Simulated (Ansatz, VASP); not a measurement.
# One calculation of CdS, two programs

The input INCAR:

```
SYSTEM = CdS
PREC = Accurate ; ENCUT = 520
EDIFF = 1E-7 ; ISMEAR = -1
SIGMA = 0.05 ; LREAL = .FALSE.
LASPH = .TRUE. ; NELM = 100
ALGO = Normal ; ISIF = 2
LWAVE = .FALSE. ; LCHARG = .TRUE.
GGA = PE ; ALDAC = 0.0
AGGAC = 0.0 ; LELF = .TRUE.
LVHAR = .TRUE. ; NBANDS = 26
```

KPOINTS

```
Automatic mesh
0
G
  7 7 4
  0 0 0
```

File POSCAR:

```
CdS
1.0
    4.1221468118      0.0000000000      0.0000000000
   -2.0610734059      3.5698838571      0.0000000000
    0.0000000000      0.0000000000      6.6917838725
Cd S
2 2
Direct
    0.6666666667      0.3333333333      0.5000000000
    0.3333333333      0.6666666667      0.0000000000
    0.6666666667      0.3333333333      0.8750000000
    0.3333333333      0.6666666667      0.3750000000
```

File input.yaml:

```yaml
crystal:
  lattice:
    - [4.1221468118, 0.0, 0.0]
    - [-2.0610734059, 3.5698838571, 0.0]
    - [0.0, 0.0, 6.6917838725]
  atoms:
    - { symbol: Cd, position: [0.6666666667, 0.3333333333, 0.5] }
    - { symbol: Cd, position: [0.3333333333, 0.6666666667, 0.0] }
    - { symbol: S, position: [0.6666666667, 0.3333333333, 0.875] }
    - { symbol: S, position: [0.3333333333, 0.6666666667, 0.375] }
hamiltonian:
  xc: { exchange: pbe, correlation: none }
  pseudopotentials: { kind: paw }
kpoints:
  mp_grid: { grid: [7, 7, 4] }
scf:
  occupations: { method: fermi_dirac, width: 0.05 }
output:
  forces: true
  stress: true
  eigenvalues: true
```

Alike in both runs: task single point; functional PBE exchange alone; k mesh 7 × 7 × 4; occupations fermi-dirac, width 0.05 eV; no spin polarisation.

|  | VASP | Ansatz |
| --- | --- | --- |
| version | VASP 6.6.1 | Ansatz 0.2.0 |
| potentials or method | VASP PAW PBE potentials, release 64 (Cd, S) | Ansatz PAW |
| plane-wave cutoff (eV) | 520 | 420 |
| valence electrons in the cell | 36 | 52 |

|  | VASP | Ansatz | Ansatz less VASP |
| --- | --- | --- | --- |
| gap on the k mesh at the Fermi level (eV) | 1.23 | 1.23 | -0.004 |
| least direct gap on the mesh (eV) | 1.23 | 1.23 | -0.004 |
| pressure (GPa) | 12.7 | 12.4 | -0.31 |
| traceless stress, the component that is largest in VASP (GPa) | 0.71 | 0.69 | -0.016 |
| rms of the force components (eV/Å) | 0.041 | 0.041 | -0.0006 |

VASP's potentials were made for PBE, not for PBE exchange alone. Atom by atom the forces differ by 0.001 eV/Å (rms over components). VASP's potentials hold 36 valence electrons a cell and Ansatz's 52, so a difference there can come from the potentials and not from the codes.

Noted on Ansatz's run: odd divisions of the mesh miss points on the zone boundary, where band edges often lie, so the gap on the mesh can be too wide.
